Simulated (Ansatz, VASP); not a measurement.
KCl: VASP beside Ansatz

INCAR

```
SYSTEM = KCl
PREC = Accurate
ENCUT = 500
EDIFF = 1E-6
ISMEAR = 0
SIGMA = 0.1
LREAL = .False.
LASPH = .True.
NELM = 120
ALGO = Normal
ISIF = 2
LWAVE = .False.
LCHARG = .False.
GGA = PS
NBANDS = 15
GGA_COMPAT = .False.
```

Contents of KPOINTS:

```
regular mesh
0
Gamma
  6 6 6
  0 0 0
```

Contents of POSCAR:

```
KCl
1.0
    0.0000000000      3.1464700000      3.1464700000
    3.1464700000      0.0000000000      3.1464700000
    3.1464700000      3.1464700000      0.0000000000
K Cl
1 1
Direct
    0.0000000000      0.0000000000      0.0000000000
    0.5000000000      0.5000000000      0.5000000000
```

Input for Ansatz:

```yaml
crystal:
  lattice:
    - [0.0, 3.14647, 3.14647]
    - [3.14647, 0.0, 3.14647]
    - [3.14647, 3.14647, 0.0]
  atoms:
    - { symbol: K, position: [0.0, 0.0, 0.0] }
    - { symbol: Cl, position: [0.5, 0.5, 0.5] }
basis:
  ecutwfc: 420
kpoints:
  mp_grid: { grid: [6, 6, 6] }
hamiltonian:
  xc: pbesol
scf:
  occupations: { method: gaussian, width: 0.1 }
output:
  forces: true
  stress: true
  eigenvalues: true
```

Alike in both runs: task single point; functional PBEsol; k mesh 6 × 6 × 6; occupations gaussian, width 0.1 eV; no spin polarisation.

|  | VASP | Ansatz |
| --- | --- | --- |
| version | VASP 6.6.1 | Ansatz 0.2.0 |
| potentials or method | VASP PAW PBE potentials, release 64 (K_sv, Cl), cutoff 500 eV | scalar-relativistic, plane waves, PAW |
| valence electrons in the cell | 16 | 16 |

|  | VASP | Ansatz | Ansatz less VASP |
| --- | --- | --- | --- |
| gap on the k mesh at the Fermi level (eV) | 5.02 | 5.03 | +0.004 |
| least direct gap on the mesh (eV) | 5.02 | 5.03 | +0.004 |
| pressure (GPa) | -0.4 | -0.4 | -0.03 |

VASP's potentials were made for PBE, not for PBEsol.
